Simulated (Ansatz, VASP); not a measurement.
**Two plane-wave programs on AlN**

Contents of POSCAR:

```
AlN
1.0
    0.0000000000      2.1394097525      2.1394097525
    2.1394097525      0.0000000000      2.1394097525
    2.1394097525      2.1394097525      0.0000000000
Al N
1 1
Direct
    0.0000000000      0.0000000000      0.0000000000
    0.2500000000      0.2500000000      0.2500000000
```

INCAR.step1

```
SYSTEM = AlN
ALGO = Normal ; EDIFF = 1E-4
ENCUT = 520 ; GGA = PE
ISMEAR = -1 ; LASPH = .True.
LCHARG = .False. ; LREAL = .False.
LWAVE = .True. ; NBANDS = 11
NELM = 100 ; PREC = Accurate
SIGMA = 0.05
```

File INCAR.step2:

```
SYSTEM = AlN
ALGO = Normal ; EDIFF = 1E-7
ENCUT = 520 ; ISIF = 2
ISMEAR = -1 ; ISTART = 1
LASPH = .True. ; LCHARG = .True.
LELF = .True. ; LMIXTAU = .True.
LREAL = .False. ; LVHAR = .True.
LWAVE = .False. ; METAGGA = R2SCAN
NBANDS = 11 ; NELM = 100
PREC = Accurate ; SIGMA = 0.05
```

Contents of KPOINTS:

```
k-points
0
Gamma
  10 10 10
  0 0 0
```

Contents of input.yaml:

```yaml
crystal:
  lattice:
    - [0.0, 2.1394097525, 2.1394097525]
    - [2.1394097525, 0.0, 2.1394097525]
    - [2.1394097525, 2.1394097525, 0.0]
  atoms:
    - { symbol: Al, position: [0.0, 0.0, 0.0] }
    - { symbol: "N", position: [0.25, 0.25, 0.25] }
hamiltonian:
  xc: r2scan
  pseudopotentials: { kind: paw }
kpoints:
  mp_grid: { grid: [10, 10, 10] }
scf:
  occupations: { method: fermi_dirac, width: 0.05 }
output:
  forces: true
  stress: true
  eigenvalues: true
```

Alike in both runs: task single point; functional r2SCAN; k mesh 10 × 10 × 10; occupations fermi-dirac, width 0.05 eV; no spin polarisation.

```csv
,VASP,Ansatz
version,VASP 6.6.1,Ansatz 0.2.0
potentials or method,"VASP PAW PBE potentials, release 64 (Al, N)",Ansatz PAW
plane-wave cutoff (eV),520,500
valence electrons in the cell,8,8
```

|  | VASP | Ansatz | Ansatz less VASP |
| --- | --- | --- | --- |
| gap on the k mesh at the Fermi level (eV) | 3.98 | 3.99 | +0.009 |
| least direct gap on the mesh (eV) | 5.48 | 5.44 | -0.043 |
| pressure (GPa) | 14.6 | 15.0 | +0.33 |

VASP's potentials were made for PBE, not for r2SCAN.
